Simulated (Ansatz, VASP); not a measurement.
## One calculation of Ti, two programs

```
Ti
1.0
     0.00000    2.11120    1.86760
     2.11120    0.00000    1.86760
     2.11120    2.11120    0.00000
Ti
1
Direct
  0.00000 0.00000 0.00000
```

Change from the starting cell: strain +0.040 along x and y, -0.080 along z, atoms carried along.

Alike in both runs: task single point; functional PBEsol; k mesh 20 × 20 × 20; occupations gaussian, width 0.15 eV; no spin polarisation.

|  | VASP | Ansatz |
| --- | --- | --- |
| version | VASP 6.6.1 | Ansatz 0.2.0 |
| potentials or method | VASP PAW PBE potentials, release 64 (Ti_sv), cutoff 520 eV | scalar-relativistic, plane waves, PAW |
| valence electrons in the cell | 12 | 12 |

```csv
,VASP,Ansatz,Ansatz less VASP
gap on the k mesh at the Fermi level (eV),none,none,-
pressure (GPa),-0.1,0.2,+0.27
"traceless stress, the component that is largest in VASP (GPa)",2.08,2.07,-0.008
```

VASP's potentials were made for PBE, not for PBEsol. A gap of «none» marks a metal or a gap that the smearing closes. With one functional, cell and mesh, what is left measures potentials, basis and numerics.
